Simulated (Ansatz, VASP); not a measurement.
Two plane-wave programs on GaSb3

File INCAR:

```
SYSTEM = GaSb3
PREC     = Accurate       ! precision mode
ENCUT    = 520            ! plane-wave cutoff, eV
EDIFF    = 1E-6           ! SCF threshold, eV
ISMEAR   = 0              ! smearing method
SIGMA    = 0.15           ! smearing width, eV
LREAL    = .False.        ! projectors in reciprocal space
LASPH    = .True.         ! aspherical terms in the spheres
NELM     = 80             ! most SCF steps
ALGO     = Normal         ! electronic algorithm
ISIF     = 2              ! what is computed and relaxed
LWAVE    = .False.        ! write WAVECAR
LCHARG   = .False.        ! write CHGCAR
GGA      = PE             ! functional
IVDW     = 12             ! dispersion correction
NBANDS   = 22             ! bands
```

Contents of KPOINTS:

```
Automatic mesh
0
Gamma
  12 12 12
  0 0 0
```

POSCAR

```
GaSb3
1.0
    0.0000000000      3.6478901005      3.6478901005
    3.6478901005      0.0000000000      3.6478901005
    3.6478901005      3.6478901005      0.0000000000
Ga Sb
1 3
Direct
    0.0000000000      0.0000000000      0.0000000000
    0.2602799150      0.2397200850      0.2602799150
    0.7602799150      0.7397200850      0.7602799150
    0.5102799150      0.4897200850      0.5102799150
```

Input for Ansatz:

```yaml
crystal:
  lattice:
    - [0.0, 3.6478901005, 3.6478901005]
    - [3.6478901005, 0.0, 3.6478901005]
    - [3.6478901005, 3.6478901005, 0.0]
  atoms:
    - { symbol: Ga, position: [0.0, 0.0, 0.0] }
    - { symbol: Sb, position: [0.260279915, 0.239720085, 0.260279915] }
    - { symbol: Sb, position: [0.760279915, 0.739720085, 0.760279915] }
    - { symbol: Sb, position: [0.510279915, 0.489720085, 0.510279915] }
basis:
  ecutwfc: 420
kpoints:
  mp_grid: { grid: [12, 12, 12] }
hamiltonian:
  xc: pbe
  dispersion: d3bj
scf:
  occupations: { method: gaussian, width: 0.15 }
output:
  forces: true
  stress: true
  eigenvalues: true
  write_density: true
  write_potential: true
  elf: true
  volumetric_format: npy
```

Change from the starting cell: all Sb atoms moved +0.075 Å, as atom 2 along Cartesian [0 1 0].

Alike in both runs: task single point; functional PBE; dispersion D3(BJ); k mesh 12 × 12 × 12; occupations gaussian, width 0.15 eV; no spin polarisation.

```csv
,VASP,Ansatz
version,VASP 6.6.1,Ansatz 0.2.0
potentials or method,"VASP PAW PBE potentials, release 64 (Ga_d, Sb), cutoff 520 eV","scalar-relativistic, plane waves, PAW"
valence electrons in the cell,28,58
```

Ansatz gave:

```
gap on the k mesh at the Fermi level (eV) : none
pressure (GPa)                            : 0.4
rms of the force components (eV/Å)        : 0.047
```

Task: What did VASP give for the same quantities?

Result: gap on the k mesh at the Fermi level (eV): none; pressure (GPa): 0.3; rms of the force components (eV/Å): 0.047.

Atom by atom the forces differ by 0.000 eV/Å (rms over components). A gap of «none» marks a metal or a gap that the smearing closes. VASP's potentials hold 28 valence electrons a cell and Ansatz's 58, so a difference there can come from the potentials and not from the codes.

Spin-orbit coupling is off throughout.
